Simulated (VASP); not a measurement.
A run of VASP 6.6.1 is set up as follows.

File INCAR:

```
PREC = Accurate
ENCUT = 520
EDIFF = 1E-6
ISMEAR = 0
SIGMA = 0.05
LREAL = False
LASPH = True
NELM = 60
ALGO = Normal
ISIF = 2
LWAVE = False
LCHARG = False
LDIPOL = True
IDIPOL = 3
DIPOL = 0.5 0.5 0.408
GGA = PE
IVDW = 12
NBANDS = 48
```

File KPOINTS:

```
regular mesh
0
Gamma
  9 9 1
```

Contents of POSCAR:

```
InSe
1.0
    4.0266103653      0.0000000000      0.0000000000
   -2.0133051827      3.4871468675      0.0000000000
    0.0000000000      0.0000000000     28.2707107737
Se In
4 4
Direct
    0.0000000000      0.0000000000      0.1591753400
    0.0000000000      0.0000000000      0.3496677344
    0.1111111111      0.4444444444      0.4667500401
    0.1111111111      0.4444444444      0.6572424345
    0.6666666667      0.3333333333      0.2049979902
    0.6666666667      0.3333333333      0.3038451596
   -0.5555555556      0.1111111111      0.5125726903
   -0.5555555556      0.1111111111      0.6114198596
```

Potentials or basis: VASP PAW PBE potentials, release 64 (Se, In_d).

Command:

```bash
$ cat potpaw_PBE.64/Se/POTCAR potpaw_PBE.64/In_d/POTCAR > POTCAR
$ mpirun -np 1 vasp_std > vasp.out
```

(1) Predict the largest force.

(2) What does it give for the band gap on the k mesh?

(3) Predict the dispersion energy per atom.

Answers

(1) 0.059 eV/Å.

(2) 1.13 eV (least direct gap 1.18 eV).

(3) -0.253 eV.

Caveat: the cell differs from its parent crystal (layers slid over each other); spin-orbit coupling is left out, which moves the levels of the heavy elements.
